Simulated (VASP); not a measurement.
Set up this calculation in VASP 6.6.1, as the native input.

| Property | Result |
| --- | --- |
| Task | single point |
| Functional | PBE |
| Potentials or basis | VASP PAW PBE potentials, release 64 (Hf_pv, N) |
| Cutoff | 520 eV |
| k mesh | 16 × 16 × 16 |
| Occupations | gaussian, width 0.15 eV |
| Spin | no spin polarisation |
| Dipole correction | no |
| Further INCAR settings | ALGO = Normal; EDIFF = 1e-06; NBANDS = 14 |

The structure of HfN lies in POSCAR:

```
HfN
1.0
    0.0000000000      2.2738140414      2.2738140414
    2.2738140414      0.0000000000      2.2738140414
    2.2738140414      2.2738140414      0.0000000000
Hf N
1 1
Direct
   -0.0010043247      0.0016738745      0.0010043247
    0.5127978803      0.4786701994      0.4872021197
```

This cell differs from its parent crystal: mode 4 frozen in at -0.078 Å and mode 6 at -0.019 Å (largest displacements).

The input as run:

INCAR

```
PREC = Accurate
ENCUT = 520
EDIFF = 1E-6
ISMEAR = 0
SIGMA = 0.15
LREAL = False
LASPH = True
NELM = 100
ALGO = Normal
ISIF = 2
LWAVE = False
LCHARG = False
GGA = PE
NBANDS = 14
```

KPOINTS

```
Automatic mesh
0
Gamma
  16 16 16
```

Potentials or basis: VASP PAW PBE potentials, release 64 (Hf_pv, N).

Run with:

```bash
$ cat potpaw_PBE.64/Hf_pv/POTCAR potpaw_PBE.64/N/POTCAR > POTCAR
$ mpirun -np 1 vasp_std > vasp.out
```

Results of the run:

* Pressure: -1.4 GPa
* Largest force: 0.947 eV/Å

Caveat: the cell differs from its parent crystal (mode 4 frozen in at -0.078 Å and mode 6 at -0.019 Å (largest displacements)).

Run time: 2.4 min on 1 thread of Intel Xeon 6975P-C, on a shared host, peak memory 0.46 GiB.
